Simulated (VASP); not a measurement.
## Mn: single point with PBE

The system is Mn.

```xyz
1
Lattice="2.1918 0.0000 0.0000 0.0000 2.1918 0.0000 0.0000 0.0000 2.1918" Properties=species:S:1:pos:R:3 pbc="T T T"
Mn    0.0000    0.0000    0.0000
```

This isn't the form of Mn at room conditions, which is a 58-atom cubic cell.

```json
{
 "Program": "VASP 6.6.1",
 "Task": "single point",
 "Functional": "PBE",
 "Potentials or basis": "VASP PAW PBE potentials, release 64 (Mn_pv)",
 "Cutoff": "520 eV",
 "k mesh": "16 × 16 × 16",
 "Occupations": "fermi-dirac, width 0.1 eV",
 "Spin": "collinear spin, ferromagnetic start",
 "Starting moments": "[3.0] μB"
}
```

The pressure is 34.9 GPa, the net moment is 0.00 μB per cell and the valence electrons inside the program's atomic spheres are Mn 12.25.

Levels at points of the mesh, in eV from the Fermi level:
Spin up:
```csv
k point,band 2,band 3,band 4,band 5,band 6,band 7,band 8,band 9,band 10,band 11
"(0.00, 0.00, 0.00)",-47.67,-47.67,-8.59,-4.32,-4.32,1.97,1.97,1.97,21.98,21.98
"(0.50, 0.00, 0.00)",-47.55,-47.55,-3.95,-3.46,-1.16,-0.22,-0.22,2.16,7.74,23.37
"(0.50, 0.50, 0.00)",-48.73,-47.45,-5.87,-2.56,0.25,0.25,3.40,6.76,6.76,13.78
"(0.50, 0.50, 0.50)",-48.57,-48.57,-4.05,-4.05,-4.05,3.52,3.52,12.05,15.92,15.92
```
Spin down:
| k point | band 3 | band 4 | band 5 | band 6 | band 7 | band 8 | band 9 | band 10 |
| --- | --- | --- | --- | --- | --- | --- | --- | --- |
| (0.00, 0.00, 0.00) | -47.67 | -8.59 | -4.32 | -4.32 | 1.97 | 1.97 | 1.97 | 21.98 |
| (0.50, 0.00, 0.00) | -47.55 | -3.95 | -3.46 | -1.16 | -0.21 | -0.21 | 2.17 | 7.74 |
| (0.50, 0.50, 0.00) | -47.45 | -5.87 | -2.56 | 0.26 | 0.26 | 3.40 | 6.76 | 6.76 |
| (0.50, 0.50, 0.50) | -48.56 | -4.05 | -4.05 | -4.05 | 3.52 | 3.52 | 12.05 | 15.92 |

Wall time 32 s on 1 thread of Intel(R) Xeon(R) Platinum 8488C (Sapphire Rapids), on a shared host, peak memory 0.15 GiB.

Caveat: the cell stands under pressure; the moments typed at the start vanished in this run.
